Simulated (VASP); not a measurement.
# Be3Se2O (P-6m2) in VASP: single point with PBE

Aim: the single point of Be3Se2O with PBE.

All numbers are computed with VASP 6.6.1; they aren't measurements. Logs are shortened: lines on timing, memory, paths and dates and some standing lists are left out, and cuts for length are marked.

### 1 The cell of the first run

It takes space group P-6m2 (No. 187, hexagonal). Conventional cell: a = 4.934 Å, b = 4.934 Å, c = 5.076 Å, α = 90.00°, β = 90.00°, γ = 120.00°. Be (site symmetry mm2) has 1 O at 1.56 Å within 2.1 Å. Se (site symmetry -6m2) has 2 O at 2.54 Å and 6 Be at 2.98 Å within 3.3 Å. Se (site symmetry -6m2) has 6 Be at 2.47 Å and 3 O at 2.85 Å within 3.3 Å. Within 2.1 Å of O (site symmetry -6m2) lie 3 Be at 1.56 Å.

### 2 Single point, PBE

INCAR

```
PREC = Accurate
ENCUT = 600
EDIFF = 1E-6
ISMEAR = 0
SIGMA = 0.15
LREAL = False
LASPH = True
NELM = 120
ALGO = Normal
ISIF = 2
LWAVE = False
LCHARG = False
GGA = PE
NBANDS = 21
GGA_COMPAT = False
```

KPOINTS

```
regular mesh
0
Gamma
  3 3 3
```

POSCAR

```
Be3Se2O
1.0
    4.9339266748      0.0000000029      0.0000000000
   -2.4669633399      4.2729058394      0.0000000000
    0.0000000000      0.0000000000      5.0757397124
Be Se O
3 2 1
Direct
    0.1829289946      0.8170710054      0.0000000000
    0.1829289946      0.3658579892      0.0000000000
    0.6341420108      0.8170710054      0.0000000000
    0.0000000000      0.0000000000      0.5000000000
    0.6666666667      0.3333333333      0.0000000000
    0.0000000000      0.0000000000      0.0000000000
```

Potentials or basis: VASP PAW PBE potentials, release 64 (Be, Se, O).

Run with:

```bash
cat potpaw_PBE.64/Be/POTCAR potpaw_PBE.64/Se/POTCAR potpaw_PBE.64/O/POTCAR > POTCAR
mpirun -np 1 vasp_std > vasp.out
```

OUTCAR:

```text
PREC = Accurate
   ENCUT = 600
   EDIFF = 1E-6
   ISMEAR = 0
   LREAL = False
   LASPH = True
   NELM = 120
   ISIF = 2
   GGA = PE

 ion  position               nearest neighbor table
   1  0.183  0.817  0.000-   6 1.56   3 2.23   2 2.23   5 2.47   5 2.47
   2  0.183  0.366  0.000-   6 1.56   1 2.23   3 2.23   5 2.47   5 2.47
   3  0.634  0.817  0.000-   6 1.56   1 2.23   2 2.23   5 2.47   5 2.47
   4  0.000  0.000  0.500-
   5  0.667  0.333  0.000-   2 2.47   3 2.47   1 2.47   1 2.47   2 2.47   3 2.47
   6  0.000  0.000  0.000-   1 1.56   3 1.56   2 1.56

  LATTYP: Found a hexagonal cell.
 ALAT       =     4.9339266748
 C/A-ratio  =     1.0287424291

  Lattice vectors:

 A1 = (   4.9339266748,   0.0000000029,   0.0000000000)
 A2 = (  -2.4669633399,   4.2729058394,   0.0000000000)
 A3 = (   0.0000000000,   0.0000000000,   5.0757397124)

Analysis of symmetry for initial positions (statically):
=====================================================================
 Subroutine PRICEL returns:
 Original cell was already a primitive cell.

 Routine SETGRP: Setting up the symmetry group for a
 hexagonal supercell.

 Subroutine GETGRP returns: Found 12 space group operations
 (whereof 12 operations were pure point group operations)
 out of a pool of 24 trial point group operations.

The static configuration has the point symmetry D_3h.

Analysis of symmetry for dynamics (positions and initial velocities):
=====================================================================
 Subroutine PRICEL returns:
 Original cell was already a primitive cell.

 Routine SETGRP: Setting up the symmetry group for a
 hexagonal supercell.

 Subroutine GETGRP returns: Found 12 space group operations
 (whereof 12 operations were pure point group operations)
 out of a pool of 24 trial point group operations.

The dynamic configuration has the point symmetry D_3h.

 Subroutine INISYM returns: Found 12 space group operations
 (whereof 12 operations are pure point group operations),
 and found     1 'primitive' translations

----------------------------------------------------------------------------------------

                                     Primitive cell

[... 77 lines left out ...]
   ENCUT  =  600.0 eV  44.10 Ry    6.64 a.u.   9.85  9.85 10.14*2*pi/ulx,y,z
   NELM   =    120;   NELMIN=  2; NELMDL= -5     # of ELM steps
   EDIFF  = 0.1E-05   stopping-criterion for ELM
   LREAL  =      F    real-space projection
   EDIFFG = 0.1E-04   stopping-criterion for IOM
   NSW    =      0    number of steps for IOM
   IBRION =     -1    ionic relax: 0-MD 1-quasi-New 2-CG
   NFREE  =      0    steps in history (QN), initial steepest desc. (CG)
   ISIF   =      2    stress and relaxation
   ISYM   =      2    0-nonsym 1-usesym 2-fastsym
   POTIM  = 0.5000    time-step for ionic-motion
   TEBEG  =    0.0;   TEEND  =   0.0 temperature during run
   PSTRESS=    0.0 pullay stress
   NELECT =      24.0000    total number of electrons
   NUPDOWN=      -1.0000    fix difference up-down
   EMIN   =  10.00;   EMAX   =-10.00  energy-range for DOS
   EFERMI =   0.00;   METHOD = LEGACY
   ISMEAR =     0;   SIGMA  =   0.15  broadening in eV -4-tet -1-fermi 0-gaus
   EFERMI_NEDOS =   21; number of points for ismear=-14 and -15
   IALGO  =     38    algorithm
   IMIX   =      4    mixing-type and parameters
     AMIX     =   0.40;   BMIX     =  1.00
     AMIX_MAG =   1.60;   BMIX_MAG =  1.00
  volume/ion in A,a.u.               =      17.83       120.35
  Fermi-wavevector in a.u.,A,eV,Ry     =   0.994657  1.879630 13.460830  0.989343
  Thomas-Fermi vector in A             =   2.126624
   LORBIT       =      0    0 simple, 1 ext, 2 COOP (PROOUT), +10 PAW based schemes
   GGA     = PE    functional components
   LHFCALC =     F    Hartree Fock is set to
   AEXX    =    0.0000 exact exchange contribution
   IVDW    =     0    specifies the selected vdW correction
   LEPSILON=     F    determine dielectric tensor
   LRPA    =     F    only Hartree local field effects (RPA)
 non-spin polarized calculation
 Gauss-broadening in eV      SIGMA  =   0.15
  energy-cutoff  :      600.00
  volume of cell :      107.01
 maximum number of plane-waves:      3591
 NGX is ok and might be reduce to    40
   NGX = 19   NGY = 19   NGZ = 21

 number of electron      23.9999999 magnetization

 Free energy of the ion-electron system (eV)
  ---------------------------------------------------
  ext. energy  EPLUGINS =         0.00000000
  ---------------------------------------------------
  free energy    TOTEN  =       -24.97010252 eV

  energy without entropy =      -24.90551101  energy(sigma->0) =      -24.93780676

 E-fermi :   1.9474     XC(G=0):  -8.6028

 val. band max:        1.9301333502   @ k =   0.3333   0.0000   0.3333
 cond. band min:       2.0237132946   @ k =   0.0000   0.0000   0.3333
 fundamental gap:      0.0935799444
 Fermi energy:         1.9473670977

 k-point     1 :       0.0000    0.0000    0.0000
  band No.  band energies     occupation
      1     -18.6643      2.00000
      2     -10.9188      2.00000
      3      -9.2061      2.00000
      4      -5.5147      2.00000
      5      -5.5147      2.00000
      6      -4.7106      2.00000
[... 133 lines left out ...]
     20       9.4897      0.00000
     21      10.0284      0.00000

------------------------ aborting loop because EDIFF is reached ----------------------------------------

  FORCE on cell =-STRESS in cart. coord.  units (eV):
  Direction    XX          YY          ZZ          XY          YZ          ZX
  --------------------------------------------------------------------------------------
  -------------------------------------------------------------------------------------
  Total       -0.0386328     -0.0386328      0.0472783     -0.0000000      0.0000000      0.0000000
  in kB       -0.5784301     -0.5784301      0.7078759     -0.0000000      0.0000000      0.0000000
  external PRESSURE =      -0.1496614 kB  Pullay stress =       0.0000000 kB

 VOLUME and BASIS-vectors are now :
 -----------------------------------------------------------------------------
  energy-cutoff  :      600.00
  volume of cell :      107.01
      direct lattice vectors                 reciprocal lattice vectors
     4.933926675  0.000000003  0.000000000     0.202678326  0.117016386  0.000000000
    -2.466963340  4.272905839  0.000000000    -0.000000000  0.234032772  0.000000000
     0.000000000  0.000000000  5.075739712     0.000000000  0.000000000  0.197015619

 POSITION                                       TOTAL-FORCE (eV/Angst)
 -----------------------------------------------------------------------------------
     -1.11313      3.49127      0.00000         0.032980     -0.019041     -0.000000
     -0.00000      1.56328      0.00000        -0.000000      0.038082     -0.000000
      1.11313      3.49127      0.00000        -0.032980     -0.019041     -0.000000
      0.00000      0.00000      2.53787         0.000000     -0.000000      0.000000
      2.46696      1.42430      0.00000        -0.000000      0.000000      0.000000
      0.00000      0.00000      0.00000        -0.000000     -0.000000      0.000000
 -----------------------------------------------------------------------------------
    total drift:                               -0.000001      0.000001      0.000000

  FREE ENERGIE OF THE ION-ELECTRON SYSTEM (eV)
  ---------------------------------------------------
  free  energy   TOTEN  =       -24.9701025182 eV

  energy  without entropy=      -24.9055110064  energy(sigma->0) =      -24.93780676
```

Wall time 25 s (1 thread of Intel Xeon Platinum 8375C at 2.90GHz (Ice Lake), shared host); peak memory 0.24 GiB.

Results:

| Property | Result |
| --- | --- |
| Free energy | -24.9701 eV |
| Pressure | 0.0 GPa |
| Largest force | 0.038 eV/Å |
| Band gap on the k mesh | zero (band 12 reaches 2.18 eV, above the bottom of band 13 at 1.93 eV) |

Forces on the atoms (eV/Å):
```
Be   0.033 -0.019  0.000
Be   0.000  0.038  0.000
Be  -0.033 -0.019  0.000
Se   0.000  0.000  0.000
Se   0.000  0.000  0.000
O    0.000  0.000  0.000
```

Levels at points of the mesh, in eV from the Fermi level:
| k point | band 8 | band 9 | band 10 | band 11 | band 12 | band 13 | band 14 | band 15 | band 16 | band 17 |
| --- | --- | --- | --- | --- | --- | --- | --- | --- | --- | --- |
| (0.00, 0.00, 0.00) | -3.66 | -2.80 | -1.52 | -0.33 | -0.33 | 1.72 | 4.54 | 4.84 | 4.84 | 4.96 |

Caveat: the k points lie up to 0.49 Å⁻¹ apart.
